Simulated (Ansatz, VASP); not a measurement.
Given: the input of a run of Ansatz 0.2.0 on AlRu.

Contents of input.yaml:

```yaml
crystal:
  lattice:
    - [2.9916, -0.029916, 0.0]
    - [-0.029916, 2.9916, 0.0]
    - [0.0, 0.0, 2.9916]
  atoms:
    - { symbol: Ru, position: [0.5, 0.5, 0.5] }
    - { symbol: Al, position: [0.0, 0.0, 0.0] }
hamiltonian:
  xc: pbe
  pseudopotentials: { kind: paw }
kpoints:
  mp_grid: { grid: [8, 8, 8] }
scf:
  occupations: { method: fermi_dirac, width: 0.05 }
output:
  forces: true
  stress: true
  eigenvalues: true
```

Potentials or basis: Ansatz PAW.

The run is started by

```sh
$ ansatz run input.yaml --threads 2 --pin off --max-ram 5632MiB --backend cpu --events-out ev --progress --plain --runs-dir out
```

Problem. Set up the same calculation for VASP 6.6.1. Potentials there: VASP PAW PBE potentials, release 64 (Ru_pv, Al).

Solution. As run (the cutoff follows the program's own potentials):

File INCAR:

```
SYSTEM = AlRu
  PREC = Accurate
  ENCUT = 500
  EDIFF = 1E-6
  ISMEAR = -1
  SIGMA = 0.05
  LREAL = .FALSE.
  LASPH = .TRUE.
  NELM = 120
  ALGO = Normal
  ISIF = 2
  LWAVE = .FALSE.
  LCHARG = .FALSE.
  GGA = PE
  NBANDS = 16
  GGA_COMPAT = .FALSE.
```

KPOINTS

```
Automatic mesh
0
G
  8 8 8
  0 0 0
```

The input POSCAR:

```
AlRu
1.0
    2.9916000000     -0.0299160000      0.0000000000
   -0.0299160000      2.9916000000      0.0000000000
    0.0000000000      0.0000000000      2.9916000000
Ru Al
1 1
Direct
    0.5000000000      0.5000000000      0.5000000000
    0.0000000000      0.0000000000      0.0000000000
```

Potentials or basis: VASP PAW PBE potentials, release 64 (Ru_pv, Al).

Run with:

```sh
$ cat potpaw_PBE.64/Ru_pv/POTCAR potpaw_PBE.64/Al/POTCAR > POTCAR
$ mpirun -np 1 vasp_std > vasp.out
```

Both were run:

|  | VASP | Ansatz | Ansatz less VASP |
| --- | --- | --- | --- |
| gap on the k mesh at the Fermi level (eV) | none | none | - |
| pressure (GPa) | 3.0 | 3.0 | +0.01 |
| traceless stress, the component that is largest in VASP (GPa) | 2.60 | 2.60 | -0.003 |

A gap of «none» marks a metal or a gap that the smearing closes. With one functional, cell and mesh, what is left measures potentials, basis and numerics. VASP's potentials hold 17 valence electrons a cell and Ansatz's 19, so a difference there can come from the potentials and not from the codes.
